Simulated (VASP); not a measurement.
# CsSb2 (P4/nmm) in VASP: a series of runs

CsSb2 is run at these levels: PBE; tasks: single point, relaxation of cell and atoms.

Everything below comes from runs of VASP 6.6.1. Logs are shortened: lines on timing, memory, paths and dates and some standing lists are left out, and cuts for length are marked.

## (1) The cell of the first run

The structure is tetragonal, space group P4/nmm (No. 129). Conventional cell: a = 5.758 Å, b = 5.758 Å, c = 8.098 Å, α = 90.00°, β = 90.00°, γ = 90.00°. Cs (site symmetry 4mm) has 10 Sb at 3.88 to 4.36 Å and 4 Cs at 4.86 Å within 5.1 Å. Sb (site symmetry -4m2) has 8 Sb at 3.10 to 4.07 Å and 4 Cs at 3.97 Å within 4.1 Å. Sb (site symmetry 4mm) has 4 Sb at 3.10 Å and 6 Cs at 3.88 to 4.36 Å within 4.4 Å.

## (2) Single point, PBE

Input file INCAR:

```
SYSTEM = CsSb2
PREC     = Accurate       ! precision mode
ENCUT    = 520            ! plane-wave cutoff, eV
EDIFF    = 1E-6           ! SCF threshold, eV
ISMEAR   = 0              ! smearing method
SIGMA    = 0.1            ! smearing width, eV
LREAL    = .FALSE.        ! projectors in reciprocal space
LASPH    = .TRUE.         ! aspherical terms in the spheres
NELM     = 60             ! most SCF steps
ALGO     = Normal         ! electronic algorithm
ISIF     = 2              ! what is computed and relaxed
LWAVE    = .FALSE.        ! write WAVECAR
LCHARG   = .FALSE.        ! write CHGCAR
GGA      = PE             ! functional
NBANDS   = 28             ! bands
```

Input file KPOINTS:

```
Automatic mesh
0
G
  4 4 2
  0 0 0
```

Input file POSCAR:

```
CsSb2
1.0
    5.7582036562      0.0000000000      0.0000000000
    0.0000000000      5.7582036562      0.0000000000
    0.0000000000      0.0000000000      8.0982030144
Cs Sb
2 4
Direct
    0.0000000000      0.5000000000      0.6633416537
    0.5000000000      0.0000000000      0.3366583463
    0.0000000000      0.0000000000      0.0000000000
    0.5000000000      0.5000000000      0.0000000000
    0.0000000000      0.5000000000      0.1425287162
    0.5000000000      0.0000000000      0.8574712838
```

Potentials or basis: VASP PAW PBE potentials, release 64 (Cs_sv, Sb).

On the command line:

```
$ cat potpaw_PBE.64/Cs_sv/POTCAR potpaw_PBE.64/Sb/POTCAR > POTCAR
$ mpirun -np 1 vasp_std > vasp.out
```

OUTCAR:

```text
SYSTEM = CsSb2
   PREC = Accurate
   ENCUT = 520
   EDIFF = 1E-6
   ISMEAR = 0
   LREAL = .FALSE.
   LASPH = .TRUE.
   NELM = 60
   ISIF = 2
   GGA = PE

 ion  position               nearest neighbor table
   1  0.000  0.500  0.663-
   2  0.500  0.000  0.337-
   3  0.000  0.000  0.000-   5 3.10   6 3.10   5 3.10   6 3.10
   4  0.500  0.500  0.000-   5 3.10   6 3.10   6 3.10   5 3.10
   5  0.000  0.500  0.143-   3 3.10   4 3.10   3 3.10   4 3.10
   6  0.500  0.000  0.857-   3 3.10   4 3.10   4 3.10   3 3.10

  LATTYP: Found a simple tetragonal cell.
 ALAT       =     5.7582036562
 C/A-ratio  =     1.4063766233

  Lattice vectors:

 A1 = (   5.7582036562,   0.0000000000,   0.0000000000)
 A2 = (   0.0000000000,   5.7582036562,   0.0000000000)
 A3 = (   0.0000000000,   0.0000000000,   8.0982030144)

Analysis of symmetry for initial positions (statically):
=====================================================================
 Subroutine PRICEL returns:
 Original cell was already a primitive cell.

 Routine SETGRP: Setting up the symmetry group for a
 simple tetragonal supercell.

 Subroutine GETGRP returns: Found 16 space group operations
 (whereof  8 operations were pure point group operations)
 out of a pool of 16 trial point group operations.

The static configuration has the point symmetry D_2d.
 The point group associated with its full space group is D_4h.

Analysis of symmetry for dynamics (positions and initial velocities):
=====================================================================
 Subroutine PRICEL returns:
 Original cell was already a primitive cell.

 Routine SETGRP: Setting up the symmetry group for a
 simple tetragonal supercell.

 Subroutine GETGRP returns: Found 16 space group operations
 (whereof  8 operations were pure point group operations)
 out of a pool of 16 trial point group operations.

The dynamic configuration has the point symmetry D_2d.
 The point group associated with its full space group is D_4h.

 Subroutine INISYM returns: Found 16 space group operations
 (whereof  8 operations are pure point group operations),
 and found     1 'primitive' translations

----------------------------------------------------------------------------------------

[... 86 lines left out ...]
   NELM   =     60;   NELMIN=  2; NELMDL= -5     # of ELM steps
   EDIFF  = 0.1E-05   stopping-criterion for ELM
   LREAL  =      F    real-space projection
   EDIFFG = 0.1E-04   stopping-criterion for IOM
   NSW    =      0    number of steps for IOM
   IBRION =     -1    ionic relax: 0-MD 1-quasi-New 2-CG
   NFREE  =      0    steps in history (QN), initial steepest desc. (CG)
   ISIF   =      2    stress and relaxation
   ISYM   =      2    0-nonsym 1-usesym 2-fastsym
   POTIM  = 0.5000    time-step for ionic-motion
   TEBEG  =    0.0;   TEEND  =   0.0 temperature during run
   PSTRESS=    0.0 pullay stress
   NELECT =      38.0000    total number of electrons
   NUPDOWN=      -1.0000    fix difference up-down
   EMIN   =  10.00;   EMAX   =-10.00  energy-range for DOS
   EFERMI =   0.00;   METHOD = LEGACY
   ISMEAR =     0;   SIGMA  =   0.10  broadening in eV -4-tet -1-fermi 0-gaus
   EFERMI_NEDOS =   21; number of points for ismear=-14 and -15
   IALGO  =     38    algorithm
   IMIX   =      4    mixing-type and parameters
     AMIX     =   0.40;   BMIX     =  1.00
     AMIX_MAG =   1.60;   BMIX_MAG =  1.00
  volume/ion in A,a.u.               =      44.75       302.00
  Fermi-wavevector in a.u.,A,eV,Ry     =   0.853130  1.612182  9.902735  0.727831
  Thomas-Fermi vector in A             =   1.969525
   LORBIT       =      0    0 simple, 1 ext, 2 COOP (PROOUT), +10 PAW based schemes
   GGA     = PE    functional components
   LHFCALC =     F    Hartree Fock is set to
   AEXX    =    0.0000 exact exchange contribution
   IVDW    =     0    specifies the selected vdW correction
   LEPSILON=     F    determine dielectric tensor
   LRPA    =     F    only Hartree local field effects (RPA)
 non-spin polarized calculation
 Gauss-broadening in eV      SIGMA  =   0.10
  energy-cutoff  :      520.00
  volume of cell :      268.51
 maximum number of plane-waves:      7256
 NGX is ok and might be reduce to    48
   NGX = 21   NGY = 21   NGZ = 31

 number of electron      38.0000000 magnetization

 Free energy of the ion-electron system (eV)
  ---------------------------------------------------
  ext. energy  EPLUGINS =         0.00000000
  ---------------------------------------------------
  free energy    TOTEN  =       -19.82033360 eV

  energy without entropy =      -19.81187796  energy(sigma->0) =      -19.81610578

 E-fermi :   3.9965     XC(G=0):  -7.8336

 val. band max:        3.9112718445   @ k =   0.2500   0.0000   0.5000
 cond. band min:       4.1011802956   @ k =   0.2500   0.2500   0.0000
 fundamental gap:      0.1899084511
 Fermi energy:         3.9965088924

 k-point     1 :       0.0000    0.0000    0.0000
  band No.  band energies     occupation
      1     -19.1594      2.00000
      2     -19.1378      2.00000
      3      -7.6138      2.00000
      4      -6.0816      2.00000
      5      -6.0816      2.00000
      6      -5.9765      2.00000
[... 361 lines left out ...]
     27       7.0370      0.00000
     28       7.0370      0.00000

------------------------ aborting loop because EDIFF is reached ----------------------------------------

  FORCE on cell =-STRESS in cart. coord.  units (eV):
  Direction    XX          YY          ZZ          XY          YZ          ZX
  --------------------------------------------------------------------------------------
  -------------------------------------------------------------------------------------
  Total        0.0486002      0.0486002      0.0488241      0.0000000      0.0000000      0.0000000
  in kB        0.2899918      0.2899918      0.2913277      0.0000000      0.0000000      0.0000000
  external PRESSURE =       0.2904371 kB  Pullay stress =       0.0000000 kB

 VOLUME and BASIS-vectors are now :
 -----------------------------------------------------------------------------
  energy-cutoff  :      520.00
  volume of cell :      268.51
      direct lattice vectors                 reciprocal lattice vectors
     5.758203656  0.000000000  0.000000000     0.173665271  0.000000000  0.000000000
     0.000000000  5.758203656  0.000000000     0.000000000  0.173665271  0.000000000
     0.000000000  0.000000000  8.098203014     0.000000000  0.000000000  0.123484185

 POSITION                                       TOTAL-FORCE (eV/Angst)
 -----------------------------------------------------------------------------------
      0.00000      2.87910      5.37188        -0.000000     -0.000000      0.002725
      2.87910      0.00000      2.72633        -0.000000     -0.000000     -0.002725
      0.00000      0.00000      0.00000        -0.000000     -0.000000      0.000000
      2.87910      2.87910      0.00000        -0.000000      0.000000      0.000000
      0.00000      2.87910      1.15423        -0.000000     -0.000000     -0.000011
      2.87910      0.00000      6.94398         0.000000      0.000000      0.000011
 -----------------------------------------------------------------------------------
    total drift:                               -0.000000      0.000000      0.000000

  FREE ENERGIE OF THE ION-ELECTRON SYSTEM (eV)
  ---------------------------------------------------
  free  energy   TOTEN  =       -19.8203335963 eV

  energy  without entropy=      -19.8118779599  energy(sigma->0) =      -19.81610578
```

OSZICAR:

```text
N       E                     dE             d eps       ncg     rms          rms(c)
DAV:   1     0.232091628075E+03    0.23209E+03   -0.12984E+04   672   0.105E+03
DAV:   2     0.559192473339E+01   -0.22650E+03   -0.22101E+03   884   0.186E+02
DAV:   3    -0.198045978022E+02   -0.25397E+02   -0.25262E+02   852   0.660E+01
DAV:   4    -0.202718141879E+02   -0.46722E+00   -0.46693E+00   752   0.103E+01
DAV:   5    -0.202778112623E+02   -0.59971E-02   -0.59967E-02   924   0.130E+00    0.386E+00
DAV:   6    -0.199711955216E+02    0.30662E+00   -0.21587E-01   784   0.196E+00    0.235E+00
DAV:   7    -0.198022879468E+02    0.16891E+00   -0.70016E-01   828   0.319E+00    0.403E-01
DAV:   8    -0.198152935064E+02   -0.13006E-01   -0.10690E-01   744   0.124E+00    0.268E-01
DAV:   9    -0.198189133044E+02   -0.36198E-02   -0.10023E-02   728   0.440E-01    0.127E-01
DAV:  10    -0.198195304643E+02   -0.61716E-03   -0.42873E-04   796   0.847E-02    0.614E-02
DAV:  11    -0.198202634466E+02   -0.73298E-03   -0.15634E-03   704   0.158E-01    0.127E-02
DAV:  12    -0.198203170536E+02   -0.53607E-04   -0.20300E-04   784   0.531E-02    0.105E-02
DAV:  13    -0.198203284940E+02   -0.11440E-04   -0.33643E-05   712   0.242E-02    0.333E-03
DAV:  14    -0.198203330667E+02   -0.45726E-05   -0.69709E-06   720   0.110E-02    0.139E-03
DAV:  15    -0.198203335963E+02   -0.52960E-06   -0.13962E-06   580   0.491E-03
   1 F= -.19820334E+02 E0= -.19816106E+02  d E =-.845564E-02
```

Wall time 2.7 min (1 thread of Oxide Virtual Turin-like, shared host); peak memory 0.36 GiB.

What came out:

```
Free energy            : -19.8203 eV
Pressure               : 0.0 GPa
Band gap on the k mesh : zero (bands 19 and 20 overlap by 1.02 eV)
```

Forces on the atoms (eV/Å):
```
Cs   0.000  0.000  0.003
Cs   0.000  0.000 -0.003
Sb   0.000  0.000  0.000
Sb   0.000  0.000  0.000
Sb   0.000  0.000  0.000
Sb   0.000  0.000  0.000
```

Caveat: the k points lie up to 0.39 Å⁻¹ apart, too coarse for converged energies and pressures of a metal; spin-orbit coupling is left out, which moves the levels of the heavy elements.

[end of part 1 of 2]

The gap in the log of VASP goes by the Fermi energy; the results here count the filled bands.